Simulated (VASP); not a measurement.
# LiBr (Fm-3m) in VASP: further runs, part 2 of 2

VASP 6.6.1. Earlier steps stand in the parts before.

**3. Single point, PBE**

This run uses another cell than the first one, of 20.81 Å³/atom, 1.176 times its volume.

Input file INCAR:

```
ALGO = Normal ; EDIFF = 1E-6
ENCUT = 750 ; GGA = PE
GGA_COMPAT = F ; ISIF = 2
ISMEAR = -1 ; LASPH = T
LCHARG = F ; LREAL = F
LWAVE = F ; NBANDS = 12
NELM = 120 ; PREC = Accurate
SIGMA = 0.03
```

Input file KPOINTS:

```
k-points
0
Gamma
  9 9 9
```

Input file POSCAR:

```
LiBr
1.0
    0.0000000000      2.7506500000      2.7506500000
    2.7506500000      0.0000000000      2.7506500000
    2.7506500000      2.7506500000      0.0000000000
Li Br
1 1
Direct
    0.0000000000      0.0000000000      0.0000000000
    0.5000000000      0.5000000000      0.5000000000
```

Potentials or basis: VASP PAW PBE potentials, release 64 (Li_sv, Br).

Run with:

```console
$ cat potpaw_PBE.64/Li_sv/POTCAR potpaw_PBE.64/Br/POTCAR > POTCAR
$ mpirun -np 1 vasp_std > vasp.out
```

OUTCAR:

```text
EDIFF = 1E-6
   ENCUT = 750
   GGA = PE
   ISIF = 2
   ISMEAR = -1
   LASPH = T
   LREAL = F
   NELM = 120
   PREC = Accurate

 ion  position               nearest neighbor table
   1  0.000  0.000  0.000-
   2  0.500  0.500  0.500-

  LATTYP: Found a face centered cubic cell.
 ALAT       =     5.5013000000

  Lattice vectors:

 A1 = (   0.0000000000,   2.7506500000,   2.7506500000)
 A2 = (   2.7506500000,   0.0000000000,   2.7506500000)
 A3 = (   2.7506500000,   2.7506500000,   0.0000000000)

Analysis of symmetry for initial positions (statically):
=====================================================================
 Subroutine PRICEL returns:
 Original cell was already a primitive cell.

 Routine SETGRP: Setting up the symmetry group for a
 face centered cubic supercell.

 Subroutine GETGRP returns: Found 48 space group operations
 (whereof 48 operations were pure point group operations)
 out of a pool of 48 trial point group operations.

The static configuration has the point symmetry O_h .

Analysis of symmetry for dynamics (positions and initial velocities):
=====================================================================
 Subroutine PRICEL returns:
 Original cell was already a primitive cell.

 Routine SETGRP: Setting up the symmetry group for a
 face centered cubic supercell.

 Subroutine GETGRP returns: Found 48 space group operations
 (whereof 48 operations were pure point group operations)
 out of a pool of 48 trial point group operations.

The dynamic configuration has the point symmetry O_h .

 Subroutine INISYM returns: Found 48 space group operations
 (whereof 48 operations are pure point group operations),
 and found     1 'primitive' translations

----------------------------------------------------------------------------------------

                                     Primitive cell

  volume of cell :      41.6233

  direct lattice vectors                    reciprocal lattice vectors
     0.000000000  2.750650000  2.750650000    -0.181775217  0.181775217  0.181775217
     2.750650000  0.000000000  2.750650000     0.181775217 -0.181775217  0.181775217
     2.750650000  2.750650000  0.000000000     0.181775217  0.181775217 -0.181775217

  length of vectors
     3.890006535  3.890006535  3.890006535     0.314843911  0.314843911  0.314843911

  position of ions in fractional coordinates (direct lattice)
     0.000000000  0.000000000  0.000000000
     0.500000000  0.500000000  0.500000000

  ion indices of the primitive-cell ions
   primitive index   ion index
                 1           1
                 2           2

----------------------------------------------------------------------------------------

 KPOINTS: k-points

Automatic generation of k-mesh.
 Grid dimensions read from file:
 generate k-points for:    9    9    9

 Generating k-lattice:

  Cartesian coordinates                     Fractional coordinates (reciprocal lattice)
    -0.020197246  0.020197246  0.020197246     0.111111111  0.000000000  0.000000000
     0.020197246 -0.020197246  0.020197246     0.000000000  0.111111111  0.000000000
     0.020197246  0.020197246 -0.020197246     0.000000000  0.000000000  0.111111111

  Length of vectors
     0.034982657  0.034982657  0.034982657

  Shift w.r.t. Gamma in fractional coordinates (k-lattice)
     0.000000000  0.000000000  0.000000000

 Subroutine IBZKPT returns following result:
 ===========================================

 Found     35 irreducible k-points:

 Following reciprocal coordinates:
            Coordinates               Weight
  0.000000  0.000000  0.000000      1.000000
  0.111111  0.000000  0.000000      8.000000
  0.222222  0.000000  0.000000      8.000000
  0.333333  0.000000  0.000000      8.000000
  0.444444  0.000000  0.000000      8.000000
  0.111111  0.111111  0.000000      6.000000
[... 16 lines left out ...]
 -0.333333  0.333333  0.000000     12.000000
  0.444444  0.444444  0.000000      6.000000
 [... further k-points ...]
   k-points           NKPTS =     35   k-points in BZ     NKDIM =     35   number of bands    NBANDS=     12
   number of dos      NEDOS =    301   number of ions     NIONS =      2
   total plane-waves  NPLWV =  46656
   dimension x,y,z NGX =    36 NGY =   36 NGZ =   36
   dimension x,y,z NGXF=    72 NGYF=   72 NGZF=   72
   ions per type =               1   1
   NGX,Y,Z   is equivalent  to a cutoff of  15.39, 15.39, 15.39 a.u.
   NGXF,Y,Z  is equivalent  to a cutoff of  30.77, 30.77, 30.77 a.u.
 SYSTEM =  unknown system
   PREC   = accura    normal or accurate (medium, high low for compatibility)
   ISTART =      0    job   : 0-new  1-cont  2-samecut
   ICHARG =      2    charge: 1-file 2-atom 10-const
   ISPIN  =      1    spin polarized calculation?
   LNONCOLLINEAR =      F non collinear calculations
   LSORBIT =      F    spin-orbit coupling
   LASPH  =      T    aspherical Exc in radial PAW
   ENCUT  =  750.0 eV  55.12 Ry    7.42 a.u.   8.69  8.69  8.69*2*pi/ulx,y,z
   NELM   =    120;   NELMIN=  2; NELMDL= -5     # of ELM steps
   EDIFF  = 0.1E-05   stopping-criterion for ELM
   LREAL  =      F    real-space projection
   EDIFFG = 0.1E-04   stopping-criterion for IOM
   NSW    =      0    number of steps for IOM
   IBRION =     -1    ionic relax: 0-MD 1-quasi-New 2-CG
   NFREE  =      0    steps in history (QN), initial steepest desc. (CG)
   ISIF   =      2    stress and relaxation
   ISYM   =      2    0-nonsym 1-usesym 2-fastsym
   POTIM  = 0.5000    time-step for ionic-motion
   TEBEG  =    0.0;   TEEND  =   0.0 temperature during run
   PSTRESS=    0.0 pullay stress
   NELECT =      10.0000    total number of electrons
   NUPDOWN=      -1.0000    fix difference up-down
   EMIN   =  10.00;   EMAX   =-10.00  energy-range for DOS
   EFERMI =   0.00;   METHOD = LEGACY
   ISMEAR =    -1;   SIGMA  =   0.03  broadening in eV -4-tet -1-fermi 0-gaus
   EFERMI_NEDOS =   21; number of points for ismear=-14 and -15
   IALGO  =     38    algorithm
   IMIX   =      4    mixing-type and parameters
     AMIX     =   0.40;   BMIX     =  1.00
     AMIX_MAG =   1.60;   BMIX_MAG =  1.00
  volume/ion in A,a.u.               =      20.81       140.44
  Fermi-wavevector in a.u.,A,eV,Ry     =   1.017723  1.923217 14.092366  1.035760
  Thomas-Fermi vector in A             =   2.151140
   LORBIT       =      0    0 simple, 1 ext, 2 COOP (PROOUT), +10 PAW based schemes
   GGA     = PE    functional components
   LHFCALC =     F    Hartree Fock is set to
   AEXX    =    0.0000 exact exchange contribution
   IVDW    =     0    specifies the selected vdW correction
   LEPSILON=     F    determine dielectric tensor
   LRPA    =     F    only Hartree local field effects (RPA)
 non-spin polarized calculation
  energy-cutoff  :      750.00
  volume of cell :       41.62
 maximum number of plane-waves:      1964
   NGX = 17   NGY = 17   NGZ = 17

 number of electron      10.0000001 magnetization

 Free energy of the ion-electron system (eV)
  ---------------------------------------------------
  ext. energy  EPLUGINS =         0.00000000
  ---------------------------------------------------
  free energy    TOTEN  =        -6.64144330 eV

  energy without entropy =       -6.64144330  energy(sigma->0) =       -6.64144330

 E-fermi :   0.9929     XC(G=0):  -8.4255

 val. band max:        0.3112807873   @ k =  -0.1111   0.1111   0.0000
 cond. band min:       5.2524273959   @ k =   0.0000   0.0000   0.0000
 fundamental gap:      4.9411466086
 Fermi energy:         0.9929202639

 k-point     1 :       0.0000    0.0000    0.0000
  band No.  band energies     occupation
      1     -44.0868      2.00000
      2     -13.1213      2.00000
      3       0.3106      2.00000
      4       0.3106      2.00000
      5       0.3106      2.00000
      6       5.2524      0.00000
      7      10.8113      0.00000
      8      10.8113      0.00000
      9      10.8113      0.00000
     10      12.5513      0.00000
     11      12.5513      0.00000
     12      12.5513      0.00000
[... 331 lines left out ...]
 k-point    24 :       0.4444    0.4444    0.0000
  band No.  band energies     occupation
      1     -44.0855      2.00000
      2     -12.4834      2.00000
      3      -2.4915      2.00000
      4      -0.7957      2.00000
      5      -0.7957      2.00000
      6       6.6176      0.00000
      7       7.4820      0.00000
      8      11.6040      0.00000
      9      12.6213      0.00000
     10      12.6213      0.00000
     11      15.9045      0.00000
     12      17.8731      0.00000

 [... further k-points ...]

------------------------ aborting loop because EDIFF is reached ----------------------------------------

  FORCE on cell =-STRESS in cart. coord.  units (eV):
  Direction    XX          YY          ZZ          XY          YZ          ZX
  --------------------------------------------------------------------------------------
  -------------------------------------------------------------------------------------
  Total        0.0228392      0.0228392      0.0228392     -0.0000000     -0.0000000      0.0000000
  in kB        0.8791363      0.8791363      0.8791363     -0.0000000     -0.0000000      0.0000000
  external PRESSURE =       0.8791363 kB  Pullay stress =       0.0000000 kB

 VOLUME and BASIS-vectors are now :
 -----------------------------------------------------------------------------
  energy-cutoff  :      750.00
  volume of cell :       41.62
      direct lattice vectors                 reciprocal lattice vectors
     0.000000000  2.750650000  2.750650000    -0.181775217  0.181775217  0.181775217
     2.750650000  0.000000000  2.750650000     0.181775217 -0.181775217  0.181775217
     2.750650000  2.750650000  0.000000000     0.181775217  0.181775217 -0.181775217

 POSITION                                       TOTAL-FORCE (eV/Angst)
 -----------------------------------------------------------------------------------
      0.00000      0.00000      0.00000        -0.000000      0.000000      0.000000
      2.75065      2.75065      2.75065         0.000000     -0.000000     -0.000000
 -----------------------------------------------------------------------------------
    total drift:                                0.000000      0.000000      0.000000

  FREE ENERGIE OF THE ION-ELECTRON SYSTEM (eV)
  ---------------------------------------------------
  free  energy   TOTEN  =        -6.6414432955 eV

  energy  without entropy=       -6.6414432955  energy(sigma->0) =       -6.64144330
```

OSZICAR:

```text
N       E                     dE             d eps       ncg     rms          rms(c)
DAV:   1     0.484637481006E+02    0.48464E+02   -0.46548E+03   840   0.966E+02
DAV:   2    -0.328238563667E+01   -0.51746E+02   -0.48627E+02  1068   0.150E+02
DAV:   3    -0.656482679796E+01   -0.32824E+01   -0.32696E+01  1084   0.384E+01
DAV:   4    -0.666883190349E+01   -0.10401E+00   -0.10396E+00  1180   0.665E+00
DAV:   5    -0.666968761765E+01   -0.85571E-03   -0.85571E-03  1092   0.620E-01    0.196E+00
DAV:   6    -0.663667932110E+01    0.33008E-01   -0.64134E-02  1036   0.116E+00    0.120E+00
DAV:   7    -0.663898543341E+01   -0.23061E-02   -0.38391E-02  1144   0.104E+00    0.439E-01
DAV:   8    -0.664141571698E+01   -0.24303E-02   -0.43719E-03  1008   0.445E-01    0.699E-02
DAV:   9    -0.664140844929E+01    0.72677E-05   -0.11111E-04  1000   0.761E-02    0.282E-02
DAV:  10    -0.664144184625E+01   -0.33397E-04   -0.53911E-05  1012   0.479E-02    0.162E-02
DAV:  11    -0.664144322639E+01   -0.13801E-05   -0.53760E-06  1084   0.137E-02    0.334E-03
DAV:  12    -0.664144329554E+01   -0.69148E-07   -0.29374E-07   804   0.384E-03
   1 F= -.66414433E+01 E0= -.66414433E+01  d E =-.622174E-11
```

Wall time 12 s (1 thread of AMD EPYC 9R45 (Zen 5), shared host); peak memory 0.18 GiB.

What came out:

```yaml
Free_energy: -6.6414 eV
Pressure: 0.1 GPa
Band_gap_on_the_k_mesh: 4.94 eV, indirect (the least direct gap lies 0.7 meV higher)
```
